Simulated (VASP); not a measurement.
**W: single point with PBEsol**

Crystal: W.

```
W
1.0
    -1.52836    1.52836    1.52836
     1.52836   -1.52836    1.52836
     1.52836    1.52836   -1.52836
W
1
Direct
  0.00000 0.00000 0.00000
```

This cell differs from its parent crystal: volume scaled by 0.91.

```yaml
Program: VASP 6.6.1
Task: single point
Functional: PBEsol
Potentials_or_basis: VASP PAW PBE potentials, release 64 (W_sv)
Cutoff: 520 eV
k_mesh: 18 × 18 × 18
Occupations: gaussian, width 0.1 eV
Spin: no spin polarisation
Dipole_correction: no
Further_INCAR_settings: ALGO = Fast; EDIFF = 1e-06; NBANDS = 13
```

```yaml
Pressure: 38.4 GPa
Band_gap_on_the_k_mesh: zero (band 7 reaches 18.82 eV, above the bottom of band 8 at 11.41 eV)
```

Levels at points of the mesh, in eV from the Fermi level:
| k point | band 5 | band 6 | band 7 | band 8 | band 9 | band 10 |
| --- | --- | --- | --- | --- | --- | --- |
| (0.00, 0.00, 0.00) | -10.21 | -1.42 | -1.42 | -1.42 | 2.49 | 2.49 |
| (0.50, 0.00, 0.00) | -7.00 | -4.11 | 1.14 | 2.47 | 3.58 | 7.17 |
| (0.50, 0.50, 0.50) | -6.75 | -6.75 | 5.98 | 5.98 | 5.98 | 9.17 |

It took 22 s on 1 thread of Intel Xeon 6975P-C (shared host), peak memory 0.15 GiB.

Caveat: the PAW data sets were made with another functional, which shifts forces and pressure a little; spin-orbit coupling is left out, which moves the levels of the heavy elements.
